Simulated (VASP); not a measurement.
# BAs (F-43m) in VASP: settings compared, part 2 of 2

VASP 6.6.1. The steps go on from the part before.

## (4) Relaxation of cell and atoms, SVWN5

This run uses another cell than the first one, of 13.63 Å³/atom, 0.962 times its volume.

The input, INCAR:

```
  ALGO = Normal
  EDIFF = 1E-6
  EDIFFG = -0.01
  ENCUT = 600
  GGA = VW
  IBRION = 2
  ISIF = 3
  ISMEAR = -1
  LASPH = T
  LCHARG = F
  LREAL = F
  LWAVE = F
  NELM = 60
  NSW = 60
  PREC = Accurate
  SIGMA = 0.05
```

The input, KPOINTS:

```
k-points
0
Gamma
  10 10 10
```

The input, POSCAR:

```
BAs
1.0
    0.0000000000      2.3885000000      2.3885000000
    2.3885000000      0.0000000000      2.3885000000
    2.3885000000      2.3885000000      0.0000000000
As B
1 1
Direct
    0.7500000000      0.7500000000      0.7500000000
    0.0000000000      0.0000000000      0.0000000000
```

Potentials or basis: VASP PAW PBE potentials, release 64 (As, B).

Command:

```
$ cat potpaw_PBE.64/As/POTCAR potpaw_PBE.64/B/POTCAR > POTCAR
$ mpirun -np 1 vasp_std > vasp.out
```

OUTCAR:

```text
EDIFF = 1E-6
   EDIFFG = -0.01
   ENCUT = 600
   GGA = VW
   IBRION = 2
   ISIF = 3
   ISMEAR = -1
   LASPH = T
   LREAL = F
   NELM = 60
   NSW = 60
   PREC = Accurate

 ion  position               nearest neighbor table
   1  0.750  0.750  0.750-   2 2.07   2 2.07   2 2.07   2 2.07
   2  0.000  0.000  0.000-   1 2.07   1 2.07   1 2.07   1 2.07

  LATTYP: Found a face centered cubic cell.
 ALAT       =     4.7770000000

  Lattice vectors:

 A1 = (   0.0000000000,   2.3885000000,   2.3885000000)
 A2 = (   2.3885000000,   0.0000000000,   2.3885000000)
 A3 = (   2.3885000000,   2.3885000000,   0.0000000000)

Analysis of symmetry for initial positions (statically):
=====================================================================
 Subroutine PRICEL returns:
 Original cell was already a primitive cell.

 Routine SETGRP: Setting up the symmetry group for a
 face centered cubic supercell.

 Subroutine GETGRP returns: Found 24 space group operations
 (whereof 24 operations were pure point group operations)
 out of a pool of 48 trial point group operations.

The static configuration has the point symmetry T_d .

Analysis of symmetry for dynamics (positions and initial velocities):
=====================================================================
 Subroutine PRICEL returns:
 Original cell was already a primitive cell.

 Routine SETGRP: Setting up the symmetry group for a
 face centered cubic supercell.

 Subroutine GETGRP returns: Found 24 space group operations
 (whereof 24 operations were pure point group operations)
 out of a pool of 48 trial point group operations.

The dynamic configuration has the point symmetry T_d .

 Subroutine INISYM returns: Found 24 space group operations
 (whereof 24 operations are pure point group operations),
 and found     1 'primitive' translations

----------------------------------------------------------------------------------------

[... 121 lines left out ...]
   LEPSILON=     F    determine dielectric tensor
   LRPA    =     F    only Hartree local field effects (RPA)
 conjugate gradient relaxation of ions
 non-spin polarized calculation
  energy-cutoff  :      600.00
  volume of cell :       27.25
 maximum number of plane-waves:       941
   NGX = 13   NGY = 13   NGZ = 13

--------------------------------------- Ionic step        1  -------------------------------------------

 number of electron       8.0000000 magnetization

 Free energy of the ion-electron system (eV)
  ---------------------------------------------------
  ext. energy  EPLUGINS =         0.00000000
  ---------------------------------------------------
  free energy    TOTEN  =       -12.81614886 eV

  energy without entropy =      -12.81614871  energy(sigma->0) =      -12.81614878

------------------------ aborting loop because EDIFF is reached ----------------------------------------

  FORCE on cell =-STRESS in cart. coord.  units (eV):
  Direction    XX          YY          ZZ          XY          YZ          ZX
  --------------------------------------------------------------------------------------
  -------------------------------------------------------------------------------------
  Total       -0.4987445     -0.4987445     -0.4987445      0.0000000      0.0000000      0.0000000
  in kB      -29.3212856    -29.3212856    -29.3212856      0.0000000      0.0000000      0.0000000
  external PRESSURE =     -29.3212856 kB  Pullay stress =       0.0000000 kB
[... 59 lines left out ...]
--------------------------------------- Ionic step        3  -------------------------------------------

 number of electron       8.0000000 magnetization

 Free energy of the ion-electron system (eV)
  ---------------------------------------------------
  ext. energy  EPLUGINS =         0.00000000
  ---------------------------------------------------
  free energy    TOTEN  =       -12.82142985 eV

  energy without entropy =      -12.82142968  energy(sigma->0) =      -12.82142976

 E-fermi :   6.6207     XC(G=0): -10.8648

 val. band max:        6.0853553477   @ k =   0.0000   0.0000   0.0000
 cond. band min:       7.1907474177   @ k =   0.4000   0.4000   0.0000
 fundamental gap:      1.1053920700
 Fermi energy:         6.6206881829

 k-point     1 :       0.0000    0.0000    0.0000
  band No.  band energies     occupation
      1      -9.4997      2.00000
      2       6.0854      1.99996
      3       6.0854      1.99996
      4       6.0854      1.99996
      5       9.3666      0.00000
      6       9.3666      0.00000
      7       9.3666      0.00000
      8      11.0390      0.00000
[... 243 lines left out ...]
 k-point    24 :       0.4000    0.3000    0.0000
  band No.  band energies     occupation
      1      -6.8154      2.00000
      2      -0.3769      2.00000
      3       2.0194      2.00000
      4       2.5236      2.00000
      5       7.7245      0.00000
      6       9.4328      0.00000
      7      15.0041      0.00000
      8      15.2246      0.00000

 [... further k-points ...]
[... 5 lines left out ...]
  --------------------------------------------------------------------------------------
  -------------------------------------------------------------------------------------
  Total        0.0000400      0.0000400      0.0000400      0.0000000      0.0000000      0.0000000
  in kB        0.0024008      0.0024008      0.0024008      0.0000000      0.0000000      0.0000000
  external PRESSURE =       0.0024008 kB  Pullay stress =       0.0000000 kB
[... 17 lines left out ...]
  FREE ENERGIE OF THE ION-ELECTRON SYSTEM (eV)
  ---------------------------------------------------
  free  energy   TOTEN  =       -12.8214298464 eV

  energy  without entropy=      -12.8214296797  energy(sigma->0) =      -12.82142976

 reached required accuracy - stopping structural energy minimisation
```

CONTCAR:

```text
BAs
   1.00000000000000
     0.0000000000000000    2.3719187333336658    2.3719187333336658
     2.3719187333336658    0.0000000000000000    2.3719187333336658
     2.3719187333336658    2.3719187333336658    0.0000000000000000
  As              B
     1     1
Direct
     0.7500000000000000    0.7500000000000000    0.7500000000000000
     0.0000000000000000    0.0000000000000000    0.0000000000000000

  0.00000000E+00  0.00000000E+00  0.00000000E+00
  0.00000000E+00  0.00000000E+00  0.00000000E+00
```

It took 14 s on 1 thread of Intel Xeon 6975P-C (Granite Rapids), shared host; peak memory 0.15 GiB.

What came out:

- Free energy: -12.8214 eV
- Relaxed volume: 13.34 Å³/atom
- Relaxed cell: a = 3.354 Å, b = 3.354 Å, c = 3.354 Å, α = 60.00°, β = 60.00°, γ = 60.00°
- Space group after relaxing (to 0.05 Å): F-43m (No. 216)
- Energy gained by relaxing: 2.6 meV/atom
- Ionic steps: 3
- Pressure after relaxing: 0.0 GPa
- Band gap on the k mesh: 1.11 eV, indirect (least direct gap 3.28 eV)

Step by step:
```
step  energy change (eV)  largest force (eV/Å)  pressure (GPa)  volume (Å³)
   1              0.0000                0.0000           -2.93        27.25
   2             -0.0023                0.0000            2.35        26.28
   3             -0.0053                0.0000            0.00        26.69
```

Final structure:
```
CELL_PARAMETERS angstrom
0.00000 2.37192 2.37192
2.37192 0.00000 2.37192
2.37192 2.37192 0.00000
ATOMIC_POSITIONS crystal
As 0.75000 0.75000 0.75000
B 0.00000 0.00000 0.00000
```

Levels at points of the mesh, in eV from the valence-band top:
| k point | band 2 | band 3 | band 4 | band 5 | band 6 | band 7 |
| --- | --- | --- | --- | --- | --- | --- |
| (0.00, 0.00, 0.00) | 0.00 | 0.00 | 0.00 | 3.28 | 3.28 | 3.28 |
| (0.50, 0.00, 0.00) | -8.91 | -1.86 | -1.86 | 2.81 | 4.78 | 4.78 |
| (0.50, 0.50, 0.00) | -8.55 | -4.17 | -4.17 | 1.32 | 1.40 | 11.45 |

Caveat: the PAW data sets were made with another functional, which shifts forces and pressure a little.

## (5) The runs side by side

```csv
task,level,cell,cutoff (eV),gap on the mesh (eV),pressure (GPa)
single point,r2SCAN+rVV10,"a = 3.422 Å, angles 60.0°, 2 atoms",520,1.37,-5.0
single point,r2SCAN+rVV10,"a = 3.444 Å, angles 60.0°, 2 atoms",520,1.39,-7.3
relaxation of cell and atoms,SVWN5,"relaxed from a = 3.378 Å, angles 60.0°, 2 atoms",600,1.11,0.0
```

Alike in all rows: potentials or basis VASP PAW PBE potentials, release 64 (As, B); no spin polarisation; k mesh 10 × 10 × 10; smearing fermi-dirac 0.05 eV.

Caveats: the PAW data sets were made with another functional, which shifts forces and pressure a little.

Absolute energies hang on the potentials; compare differences alone.
